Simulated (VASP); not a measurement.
The system is NaTaO2.

```
Na Ta O
1.0
    -2.42789    2.42789    2.45002
     2.42789   -2.42789    2.45002
     2.42789    2.42789   -2.45002
Na Ta O
1 1 2
Direct
  0.00000 0.00000 0.00000
  0.50000 0.50000 0.00000
  0.50000 0.00000 0.50000
  0.00000 0.50000 0.50000
```

The cell was generated, and may not be a known phase.

| Item | Value |
| --- | --- |
| Program | VASP 6.6.1 |
| Task | relaxation of cell and atoms |
| Functional | PBE |
| Potentials or basis | VASP PAW PBE potentials, release 64 (Na_pv, Ta_pv, O) |
| Cutoff | 600 eV |
| k mesh | 6 × 6 × 6 |
| Occupations | gaussian, width 0.1 eV |
| Spin | collinear spin |
| Starting moments | [0.0, 1.0, 0.0, 0.0] μB |

At the start: pressure -11.3 GPa; volume 14.44 Å³/atom.

Q: How do energy, volume and symmetry change on relaxing?

A: Over 8 steps the energy falls by 1575.9 meV/atom and the volume is 14.41 Å³/atom (-0.2 %); space group I4/mmm (No. 139, to 0.1 Å) before and after; moment 0.20 μB per cell.

The path:
```
step  energy change (eV)  largest force (eV/Å)  pressure (GPa)  volume (Å³)
   1              0.0000                0.0000          -11.35        57.77
   2             -5.1880                0.0000           42.51        46.45
   3             -5.7537                0.0000           15.15        48.93
   4             -5.7483                0.0000           17.52        48.67
   5             -6.2224                0.0000           -4.44        57.50
   6             -6.2236                0.0000           -3.75        57.11
   7             -6.2797                0.0000            2.12        57.88
   8             -6.3036                0.0000           -0.10        57.64
```

Final structure:
```xyz
4
Lattice="-2.0666 2.0666 3.3738 2.0666 -2.0666 3.3738 2.0666 2.0666 -3.3738" Properties=species:S:1:pos:R:3 pbc="T T T"
Na    0.0000    0.0000    0.0000
Ta    0.0000    0.0000    3.3738
O     0.0000    2.0666    0.0000
O     2.0666    0.0000    0.0000
```

Caveat: a moment this small can come from the mesh or the smearing.
